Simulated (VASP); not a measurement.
Here is a VASP 6.6.1 calculation.

Contents of INCAR:

```
SYSTEM = H10CO5
ALGO     = Normal         ! electronic algorithm
EDIFF    = 1E-6           ! SCF threshold, eV
ENCUT    = 520            ! plane-wave cutoff, eV
GGA      = PE             ! functional
ISIF     = 2              ! what is computed and relaxed
ISMEAR   = -1             ! smearing method
LASPH    = .TRUE.         ! aspherical terms in the spheres
LCHARG   = .FALSE.        ! write CHGCAR
LREAL    = Auto         
LWAVE    = .FALSE.        ! write WAVECAR
NBANDS   = 36             ! bands
NELM     = 80             ! most SCF steps
PREC     = Accurate       ! precision mode
SIGMA    = 0.02           ! smearing width, eV
```

The input KPOINTS:

```
k-points
0
G
  1 1 1
  0 0 0
```

POSCAR

```
H10CO5
1.0
    5.6566530000      0.0000000000      0.0000000000
    0.0000000000      5.6566530000      0.0000000000
    0.0000000000      0.0000000000      5.6566530000
O H C
5 10 1
Direct
    0.8349637144      0.1255866322      0.4781449384
    0.7988646290      0.4174199832      0.8429366270
    0.5036724013      0.1327993780      0.1687216805
    0.0865706275      0.5093648134      0.4037369802
    0.3776968465      0.7398898253      0.8004733541
    0.9906918455      0.0839542394      0.4405785541
    0.7045862633      0.1244375428      0.3849803055
    0.8741388238      0.4292467648      0.6952874783
    0.6947394510      0.5679153379      0.8272913329
    0.4384925149      0.3100596766      0.1768536978
    0.5824468993      0.1379967978      0.0238126680
    0.1244021862      0.4559586738      0.5522877221
   -0.0561109193      0.4175260530      0.3812501845
    0.3609554979      1.0516996535      0.6114039521
    0.5277148872      0.7534667585      0.4530417545
    0.4148919865      0.8375447460      0.6067545596
```

Potentials or basis: VASP PAW PBE potentials, release 64 (O, H, C).

Run with:

```sh
$ cat potpaw_PBE.64/O/POTCAR potpaw_PBE.64/H/POTCAR potpaw_PBE.64/C/POTCAR > POTCAR
$ mpirun -np 1 vasp_gam > vasp.out
```

Task: Estimate the pressure.

Result: 1.7 GPa.

Task: What does it give for the band gap on the k mesh?

Result: 3.55 eV.

Task: Predict the largest force.

Result: 5.508 eV/Å.

Forces on the atoms (eV/Å):
```
O    2.079  0.849  5.030
O   -2.328  2.503  1.638
O   -2.752  3.321  2.132
O    0.006  1.569 -2.673
O    0.598  0.049 -2.144
H    1.066 -1.082 -1.414
H   -2.942 -0.587 -3.902
H    0.669 -0.503 -1.424
H    0.949 -1.926  0.742
H    0.775 -3.018 -0.053
H    1.430  0.050 -2.295
H    1.585 -0.683  3.113
H   -0.633 -0.448 -0.841
H    0.605 -2.356 -0.873
H   -1.317  0.822  1.054
C    0.210  1.440  1.911
```

Caveat: the k points lie up to 1.11 Å⁻¹ apart.
